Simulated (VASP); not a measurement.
Ti3H, 4 atoms in the cell. The cell holds a slab with vacuum, 4 atoms: a = 2.819 Å, b = 2.819 Å, c = 21.326 Å, α = 90.00°, β = 90.00°, γ = 109.47°. 

- Program: VASP 6.6.1
- Task: single point
- Functional: PBE
- Potentials or basis: VASP PAW PBE potentials, release 64 (Ti_sv, H)
- Cutoff: 520 eV
- k mesh: 10 × 10 × 1
- Occupations: gaussian, width 0.1 eV
- Spin: no spin polarisation
- Dipole correction: yes
- Further INCAR settings: ALGO = Normal; EDIFF = 1e-07; NBANDS = 26

Potentials or basis: VASP PAW PBE potentials, release 64 (Ti_sv, H).

Command:

```console
$ cat potpaw_PBE.64/Ti_sv/POTCAR potpaw_PBE.64/H/POTCAR > POTCAR
$ mpirun -np 1 vasp_std > vasp.out
```

Hardware: 1 thread of AMD EPYC 7R13 Processor (Zen 3), on a shared host.

Question: How long does it take, and how much memory?

Answer: Run time: 3.7 min on 1 thread of AMD EPYC 7R13 Processor (Zen 3), on a shared host, peak memory 0.31 GiB. Counts: scf iterations 30, k points 31.
